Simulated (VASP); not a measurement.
A run of VASP 6.6.1 is set up as follows.

Contents of INCAR:

```
SYSTEM = BaZrO3
  ALGO = Normal
  EDIFF = 1E-7
  ENCUT = 520
  GGA = PS
  ISIF = 2
  ISMEAR = 0
  LASPH = .True.
  LCHARG = .False.
  LREAL = .False.
  LWAVE = .False.
  NBANDS = 28
  NELM = 80
  PREC = Accurate
  SIGMA = 0.01
```

Contents of KPOINTS:

```
k-points
0
Gamma
  4 4 4
  0 0 0
```

File POSCAR:

```
BaZrO3
1.0
    4.1913400000      0.0000000000      0.0000000000
    0.0000000000      4.1913400000      0.0000000000
    0.0000000000      0.0000000000      4.1913400000
Ba Zr O
1 1 3
Direct
    0.0000000000      0.0000000000      0.0000000000
    0.5000000000      0.5000000000      0.5000000000
    0.0000000000      0.5000000000      0.5000000000
    0.5000000000      0.0000000000      0.5000000000
    0.5000000000      0.5000000000      0.0000000000
```

Potentials or basis: VASP PAW PBE potentials, release 64 (Ba_sv, Zr_sv, O).

Command:

```console
$ cat potpaw_PBE.64/Ba_sv/POTCAR potpaw_PBE.64/Zr_sv/POTCAR potpaw_PBE.64/O/POTCAR > POTCAR
$ mpirun -np 1 vasp_std > vasp.out
```

(1) Estimate the pressure.

(2) Predict the band gap on the k mesh.

Results:

(1) -0.1 GPa.

(2) 3.10 eV, indirect (least direct gap 3.32 eV).

Caveat: the PAW data sets were made with another functional, which shifts forces and pressure a little; spin-orbit coupling is left out, which moves the levels of the heavy elements.
